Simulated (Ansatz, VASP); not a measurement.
One calculation of KRbBr2, two programs

```
K Rb Br
1.0
     2.50971    1.44898    7.82180
    -2.50971    1.44898    7.82180
     0.00000   -2.89796    7.82180
K Rb Br
1 1 2
Cartesian
  2.5097 1.4490 7.8218
  0.0000 0.0000 11.7327
  0.0000 0.0000 5.9561
  0.0000 0.0000 17.5093
```

Change from the starting cell: biaxial_xy strain +5.0%.

Alike in both runs: task single point; functional PBE; k mesh 6 × 6 × 6; occupations fermi-dirac, width 0.02 eV; no spin polarisation.

|  | VASP | Ansatz |
| --- | --- | --- |
| version | VASP 6.6.1 | Ansatz 0.2.0 |
| potentials or method | VASP PAW PBE potentials, release 64 (K_sv, Rb_sv, Br) | plane waves, PAW |
| plane-wave cutoff (eV) | 520 | 420 |
| valence electrons in the cell | 32 | 32 |

```csv
,VASP,Ansatz,Ansatz less VASP
gap on the k mesh at the Fermi level (eV),4.04,4.04,+0.001
pressure (GPa),-0.6,-0.6,-0.02
"traceless stress, the component that is largest in VASP (GPa)",0.29,0.29,+0.001
```
